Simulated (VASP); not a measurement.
# ZnS (P1) in VASP: further runs, part 2 of 2

VASP 6.6.1. The steps go on from the part before.

**3. Single point, RPBE (the cell strained at random)**

Contents of INCAR:

```
SYSTEM = ZnS
PREC     = Accurate       ! precision mode
ENCUT    = 520            ! plane-wave cutoff, eV
EDIFF    = 1E-6           ! SCF threshold, eV
ISMEAR   = -1             ! smearing method
SIGMA    = 0.05           ! smearing width, eV
LREAL    = .FALSE.        ! projectors in reciprocal space
LASPH    = .TRUE.         ! aspherical terms in the spheres
NELM     = 80             ! most SCF steps
ALGO     = Normal         ! electronic algorithm
ISIF     = 2              ! what is computed and relaxed
LWAVE    = .FALSE.        ! write WAVECAR
LCHARG   = .FALSE.        ! write CHGCAR
GGA      = RP             ! functional
NBANDS   = 16             ! bands
```

Contents of KPOINTS:

```
regular mesh
0
G
  6 6 6
  0 0 0
```

Contents of POSCAR:

```
ZnS
1.0
    0.0264090000      2.7362640000      2.7296300000
    2.6798020000      0.0453110000      2.7107280000
    2.7053080000      2.7428680000      0.0198050000
Zn S
1 1
Direct
    0.7575557387      0.7459164385      0.7498385939
   -0.0154082158      0.0083277299      0.0003290746
```

Potentials or basis: VASP PAW PBE potentials, release 64 (Zn, S).

The run is started by

```console
$ cat potpaw_PBE.64/Zn/POTCAR potpaw_PBE.64/S/POTCAR > POTCAR
$ mpirun -np 1 vasp_std > vasp.out
```

OUTCAR:

```text
SYSTEM = ZnS
   PREC = Accurate
   ENCUT = 520
   EDIFF = 1E-6
   ISMEAR = -1
   LREAL = .FALSE.
   LASPH = .TRUE.
   NELM = 80
   ISIF = 2
   GGA = RP

 ion  position               nearest neighbor table
   1  0.758  0.746  0.750-   2 2.28   2 2.33   2 2.34   2 2.41
   2  0.985  0.008  0.000-   1 2.28   1 2.33   1 2.34   1 2.41

  Warning from LATTYP: Got some problem with cell dimensions!
  Tried to take original basis but could not verify dimensions!
  LATTYP: Found a triclinic cell.
 ALAT       =     6.5636519049
 B/A-ratio  =     0.5805181414
[... 634 lines left out ...]
      4      -3.6571      2.00000
      5      -3.5461      2.00000
      6      -3.3923      2.00000
[... 8 lines left out ...]
     15      15.5318      0.00000
     16      16.3875      0.00000

 [... further k-points ...]
[... 5 lines left out ...]
  --------------------------------------------------------------------------------------
  -------------------------------------------------------------------------------------
  Total        1.1987164      1.0579613      1.1165891     -0.2278091     -0.4559932      0.3693862
  in kB       48.6789135     42.9629589     45.3437901     -9.2511449    -18.5175196     15.0004771
  external PRESSURE =      45.6618875 kB  Pullay stress =       0.0000000 kB

 VOLUME and BASIS-vectors are now :
 -----------------------------------------------------------------------------
  energy-cutoff  :      520.00
  volume of cell :       39.45
      direct lattice vectors                 reciprocal lattice vectors
     0.026409000  2.736264000  2.729630000    -0.188430963  0.184527867  0.183196739
     2.679802000  0.045311000  2.710728000     0.188394246 -0.187155923  0.185788078
     2.705308000  2.742868000  0.019805000     0.184865086  0.183590046 -0.185824796

 POSITION                                       TOTAL-FORCE (eV/Angst)
 -----------------------------------------------------------------------------------
      4.04746      4.16338      4.10467         0.280764     -0.356710      0.017703
      0.04921      2.69538      2.71015        -0.280764      0.356710     -0.017703
 -----------------------------------------------------------------------------------
    total drift:                                0.000653     -0.000012      0.000330

  FREE ENERGIE OF THE ION-ELECTRON SYSTEM (eV)
  ---------------------------------------------------
  free  energy   TOTEN  =        -6.1497537226 eV

  energy  without entropy=       -6.1497537225  energy(sigma->0) =       -6.14975372
```

OSZICAR:

```text
N       E                     dE             d eps       ncg     rms          rms(c)
DAV:   1     0.833720848232E+02    0.83372E+02   -0.85526E+03  3592   0.133E+03
DAV:   2    -0.136962750171E+01   -0.84742E+02   -0.79022E+02  4152   0.258E+02
DAV:   3    -0.651528972963E+01   -0.51457E+01   -0.51228E+01  4504   0.599E+01
DAV:   4    -0.656457502849E+01   -0.49285E-01   -0.49274E-01  4320   0.619E+00
DAV:   5    -0.656509726743E+01   -0.52224E-03   -0.52222E-03  4624   0.607E-01    0.749E+00
DAV:   6    -0.616390250510E+01    0.40119E+00   -0.68950E-01  5464   0.286E+01    0.579E+00
DAV:   7    -0.614563811512E+01    0.18264E-01   -0.26955E-01  4016   0.441E+00    0.299E+00
DAV:   8    -0.614832659181E+01   -0.26885E-02   -0.69905E-03  4224   0.883E-01    0.779E-01
DAV:   9    -0.614932353160E+01   -0.99694E-03   -0.18860E-03  4456   0.337E-01    0.105E-01
DAV:  10    -0.614975182483E+01   -0.42829E-03   -0.62943E-04  4296   0.201E-01    0.677E-02
DAV:  11    -0.614974871459E+01    0.31102E-05   -0.59739E-05  4512   0.107E-01    0.148E-02
DAV:  12    -0.614975290528E+01   -0.41907E-05   -0.11333E-05  4432   0.282E-02    0.879E-03
DAV:  13    -0.614975372257E+01   -0.81729E-06   -0.35177E-06  4568   0.153E-02
   1 F= -.61497537E+01 E0= -.61497537E+01  d E =-.313527E-10
```

Run time: 32 s. Hardware: 1 thread of Intel Xeon 6975P-C (Granite Rapids), shared host; peak memory 0.21 GiB.

What came out:

```yaml
Free_energy: -6.1498 eV
Pressure: 4.6 GPa
Largest_force: 0.454 eV/Å
Band_gap_on_the_k_mesh: 2.20 eV, direct
```

Forces on the atoms (eV/Å):
```
Zn   0.281 -0.357  0.018
S   -0.281  0.357 -0.018
```

Levels at points of the mesh, in eV from the valence-band top:
| k point | band 7 | band 8 | band 9 | band 10 | band 11 | band 12 |
| --- | --- | --- | --- | --- | --- | --- |
| (0.00, 0.00, 0.00) | -0.15 | -0.10 | 0.00 | 2.20 | 6.22 | 6.37 |
| (0.50, 0.00, 0.00) | -5.14 | -0.94 | -0.88 | 3.23 | 6.67 | 6.94 |
| (0.00, 0.50, 0.00) | -5.40 | -1.14 | -0.90 | 3.31 | 6.72 | 7.06 |
| (0.50, 0.50, 0.00) | -4.61 | -2.38 | -2.14 | 3.44 | 4.16 | 11.02 |
| (0.00, 0.00, 0.50) | -5.31 | -1.04 | -0.82 | 3.36 | 6.63 | 7.23 |
| (0.50, 0.00, 0.50) | -4.62 | -2.28 | -2.22 | 3.47 | 4.17 | 10.97 |
| (0.00, 0.50, 0.50) | -4.54 | -2.37 | -2.27 | 3.42 | 4.01 | 11.12 |
| (0.50, 0.50, 0.50) | -5.38 | -1.03 | -0.75 | 3.50 | 6.84 | 7.22 |

Caveat: the cell differs from its parent crystal (the cell strained at random); the PAW data sets were made with another functional, which shifts forces and pressure a little.

**4. Single point, RPBE (the cell strained at random)**

Contents of INCAR:

```
SYSTEM = ZnS
PREC = Accurate ; ENCUT = 520
EDIFF = 1E-7 ; ISMEAR = -1
SIGMA = 0.05 ; LREAL = .False.
LASPH = .True. ; NELM = 100
ALGO = Normal ; ISIF = 2
LWAVE = .False. ; LCHARG = .False.
GGA = RP ; NBANDS = 16
```

Contents of KPOINTS:

```
regular mesh
0
Gamma
  6 6 6
  0 0 0
```

Contents of POSCAR:

```
ZnS
1.0
    0.0264090000      2.7362640000      2.7296300000
    2.6798020000      0.0453110000      2.7107280000
    2.7053080000      2.7428680000      0.0198050000
Zn S
1 1
Direct
    0.7599625954      0.7451203785      0.7496403616
   -0.0203167584      0.0099510950      0.0007332182
```

The run is started by

```console
$ cat potpaw_PBE.64/Zn/POTCAR potpaw_PBE.64/S/POTCAR > POTCAR
$ mpirun -np 1 vasp_std > vasp.out
```

It took 33 s on 1 thread of Intel Xeon 6975P-C (Granite Rapids), shared host; peak memory 0.21 GiB.

Results (log left out):

```yaml
Free_energy: -6.1400 eV
Pressure: 4.7 GPa
Largest_force: 0.541 eV/Å
Band_gap_on_the_k_mesh: 2.19 eV, direct
```

Forces in eV/Å, atoms in the order of the input:
```
Zn   0.303 -0.447 -0.028
S   -0.303  0.447  0.028
```

Stress tensor (GPa, compression positive):
```
 5.00 -0.71  1.89
-0.71  4.37 -1.96
 1.89 -1.96  4.69
```

Levels at points of the mesh, in eV from the valence-band top:
| k point | band 7 | band 8 | band 9 | band 10 | band 11 | band 12 |
| --- | --- | --- | --- | --- | --- | --- |
| (0.00, 0.00, 0.00) | -0.18 | -0.11 | 0.00 | 2.19 | 6.22 | 6.36 |
| (0.50, 0.00, 0.00) | -5.09 | -0.95 | -0.88 | 3.19 | 6.62 | 6.91 |
| (0.00, 0.50, 0.00) | -5.42 | -1.19 | -0.88 | 3.31 | 6.66 | 7.12 |
| (0.50, 0.50, 0.00) | -4.63 | -2.39 | -2.14 | 3.41 | 4.16 | 11.01 |
| (0.00, 0.00, 0.50) | -5.31 | -1.09 | -0.79 | 3.36 | 6.58 | 7.28 |
| (0.50, 0.00, 0.50) | -4.62 | -2.30 | -2.22 | 3.45 | 4.17 | 10.95 |
| (0.00, 0.50, 0.50) | -4.55 | -2.37 | -2.28 | 3.41 | 4.00 | 11.11 |
| (0.50, 0.50, 0.50) | -5.42 | -1.08 | -0.73 | 3.52 | 6.80 | 7.28 |

Caveat: the cell differs from its parent crystal (the cell strained at random); the PAW data sets were made with another functional, which shifts forces and pressure a little.
